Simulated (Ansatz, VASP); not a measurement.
## Two plane-wave programs on BaTiO3

POSCAR

```
BaTiO3
1.0
    3.9951440287      0.0000000000      0.0000000000
    0.0000000000      2.8424767306      2.8480072403
    0.0000000000     -2.8424767306      2.8480072403
Ba Ti O
1 1 3
Direct
    0.0000000000      0.0044061011      0.0044061011
    0.5000000000      0.5135753575      0.5135753575
    0.0000000000      0.4947134013      0.4947134013
    0.5000000000      0.4954342957      0.9880908444
    0.5000000000      0.9880908444      0.4954342957
```

File INCAR.step1:

```
ALGO     = Normal         # electronic algorithm
EDIFF    = 1E-4           # SCF threshold, eV
ENCUT    = 520            # plane-wave cutoff, eV
GGA      = PE             # functional
ISMEAR   = 0              # smearing method
LASPH    = T              # aspherical terms in the spheres
LCHARG   = F              # write CHGCAR
LDAU     = T              # DFT+U
LDAUJ    = 0 0 0        
LDAUL    = -1 2 -1        # shell
LDAUTYPE = 2            
LDAUU    = 0 4 0          # U, eV
LMAXMIX  = 4              # l up to which the mixer works
LREAL    = F              # projectors in reciprocal space
LWAVE    = T              # write WAVECAR
NBANDS   = 28             # bands
NELM     = 150            # most SCF steps
PREC     = Accurate       # precision mode
SIGMA    = 0.05           # smearing width, eV
```

INCAR.step2

```
ALGO     = Normal         # electronic algorithm
EDIFF    = 1E-6           # SCF threshold, eV
ENCUT    = 520            # plane-wave cutoff, eV
ISIF     = 2              # what is computed and relaxed
ISMEAR   = 0              # smearing method
ISTART   = 1            
LASPH    = T              # aspherical terms in the spheres
LCHARG   = T              # write CHGCAR
LDAU     = T              # DFT+U
LDAUJ    = 0 0 0        
LDAUL    = -1 2 -1        # shell
LDAUPRINT= 1            
LDAUTYPE = 2            
LDAUU    = 0 4 0          # U, eV
LELF     = T              # ELF
LMAXMIX  = 4              # l up to which the mixer works
LMIXTAU  = T            
LREAL    = F              # projectors in reciprocal space
LVHAR    = T            
LWAVE    = F              # write WAVECAR
METAGGA  = R2SCAN         # meta-GGA
NBANDS   = 28             # bands
NELM     = 150            # most SCF steps
PREC     = Accurate       # precision mode
SIGMA    = 0.05           # smearing width, eV
```

The input KPOINTS:

```
k-points
0
Gamma
  6 6 6
```

Input for Ansatz:

```yaml
crystal:
  lattice:
    - [3.9951440239, 0.0, 0.0]
    - [0.0, 2.8424767275, 2.8480072467]
    - [0.0, -2.8424767275, 2.8480072467]
  atoms:
    - { symbol: Ba, position: [0.0, 0.0044061013, 0.0044061013] }
    - { symbol: Ti, position: [0.5, 0.5135753574, 0.5135753574] }
    - { symbol: O, position: [0.0, 0.4947134011, 0.4947134011] }
    - { symbol: O, position: [0.5, 0.4954342955, 0.9880908446] }
    - { symbol: O, position: [0.5, 0.9880908446, 0.4954342955] }
basis:
  ecutwfc: 500
kpoints:
  mp_grid: { grid: [6, 6, 6] }
hamiltonian:
  xc: r2scan
  hubbard: { sites: [{ species: Ti, l: d, u_eff: 4.0 }] }
scf:
  occupations: { method: gaussian, width: 0.05 }
output:
  forces: true
  stress: true
  eigenvalues: true
  write_density: true
  write_potential: true
  elf: true
  volumetric_format: npy
```

Alike in both runs: task single point; functional r2SCAN; k mesh 6 × 6 × 6; occupations gaussian, width 0.05 eV; no spin polarisation; Hubbard terms Ti d U = 4.0 eV.

|  | VASP | Ansatz |
| --- | --- | --- |
| version | VASP 6.6.1 | Ansatz 0.2.0 |
| potentials or method | VASP PAW PBE potentials, release 64 (Ba_sv, Ti_sv, O), cutoff 520 eV | scalar-relativistic, plane waves, PAW |
| valence electrons in the cell | 40 | 40 |

|  | VASP | Ansatz | Ansatz less VASP |
| --- | --- | --- | --- |
| gap on the k mesh at the Fermi level (eV) | 2.83 | 2.82 | -0.004 |
| least direct gap on the mesh (eV) | 3.15 | 3.11 | -0.034 |
| pressure (GPa) | 3.8 | 0.0 | -3.85 |
| traceless stress, the component that is largest in VASP (GPa) | 0.19 | 0.00 | -0.189 |
| rms of the force components (eV/Å) | 0.193 | 0.000 | -0.1928 |

VASP's potentials were made for PBE, not for r2SCAN. The programs project onto different local orbitals, so the same U acts differently, and such runs can settle in different states. Atom by atom the forces differ by 0.193 eV/Å (rms over components).

Neither program's run includes spin-orbit coupling.
